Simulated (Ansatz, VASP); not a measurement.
## Rh: VASP beside Ansatz

The input POSCAR:

```
Rh
1.0
    2.6940693954      0.0000000000      0.0000000000
   -1.3470346977      2.3331325361      0.0000000000
    0.0000000000      0.0000000000      4.3686372171
Rh
2
Direct
    0.3333333333      0.6666666667      0.2500000000
    0.6666666667      0.3333333333      0.7500000000
```

Contents of INCAR.step1:

```
SYSTEM = Rh
PREC     = Accurate       ! precision mode
ENCUT    = 520            ! plane-wave cutoff, eV
EDIFF    = 1E-5           ! SCF threshold, eV
ISMEAR   = -1             ! smearing method
SIGMA    = 0.05           ! smearing width, eV
LREAL    = .FALSE.        ! projectors in reciprocal space
LASPH    = .TRUE.         ! aspherical terms in the spheres
NELM     = 100            ! most SCF steps
ALGO     = Normal         ! electronic algorithm
ISIF     = 2              ! what is computed and relaxed
LWAVE    = .TRUE.         ! write WAVECAR
LCHARG   = .FALSE.        ! write CHGCAR
GGA      = PE             ! functional
NBANDS   = 22             ! bands
```

Contents of INCAR.step2:

```
SYSTEM = Rh
PREC     = Accurate       ! precision mode
ENCUT    = 520            ! plane-wave cutoff, eV
EDIFF    = 1E-6           ! SCF threshold, eV
ISMEAR   = -1             ! smearing method
SIGMA    = 0.05           ! smearing width, eV
LREAL    = .FALSE.        ! projectors in reciprocal space
LASPH    = .TRUE.         ! aspherical terms in the spheres
NELM     = 100            ! most SCF steps
ALGO     = Normal         ! electronic algorithm
ISIF     = 2              ! what is computed and relaxed
LWAVE    = .FALSE.        ! write WAVECAR
LCHARG   = .FALSE.        ! write CHGCAR
GGA      = PE             ! functional
LHFCALC  = .TRUE.         ! exact exchange
HFSCREEN = 0.2079         ! screening, 1/A
PRECFOCK = Normal       
ISTART   = 1            
NBANDS   = 22             ! bands
```

The input KPOINTS:

```
Automatic mesh
0
G
  6 6 4
  0 0 0
```

File input:

```
crystal:
  lattice:
    - [2.6940693954, 0.0, 0.0]
    - [-1.3470346977, 2.3331325361, 0.0]
    - [0.0, 0.0, 4.3686372171]
  atoms:
    - { symbol: Rh, position: [0.3333333333, 0.6666666667, 0.25] }
    - { symbol: Rh, position: [0.6666666667, 0.3333333333, 0.75] }
hamiltonian:
  xc: hse06
  pseudopotentials: { kind: paw }
kpoints:
  mp_grid: { grid: [6, 6, 4] }
scf:
  occupations: { method: fermi_dirac, width: 0.05 }
output:
  forces: true
  stress: true
  eigenvalues: true
```

Alike in both runs: task single point; functional HSE06; k mesh 6 × 6 × 4; occupations fermi-dirac, width 0.05 eV; no spin polarisation.

|  | VASP | Ansatz |
| --- | --- | --- |
| version | VASP 6.6.1 | Ansatz 0.2.0 |
| potentials or method | VASP PAW PBE potentials, release 64 (Rh_pv) | Ansatz PAW |
| plane-wave cutoff (eV) | 520 | 420 |
| valence electrons in the cell | 30 | 34 |

Ansatz gave:

```
gap on the k mesh at the Fermi level (eV)                     : none
pressure (GPa)                                                : -4.6
traceless stress, the component that is largest in VASP (GPa) : -5.23
```

Task: What did VASP give for the same quantities?

Result: gap on the k mesh at the Fermi level (eV): none; pressure (GPa): -3.9; traceless stress, the component that is largest in VASP (GPa): -5.17.

A gap of «none» marks a metal or a gap that the smearing closes. VASP's potentials hold 30 valence electrons a cell and Ansatz's 34, so a difference there can come from the potentials and not from the codes.

The k mesh is coarse, so the values compare programs but aren't converged.
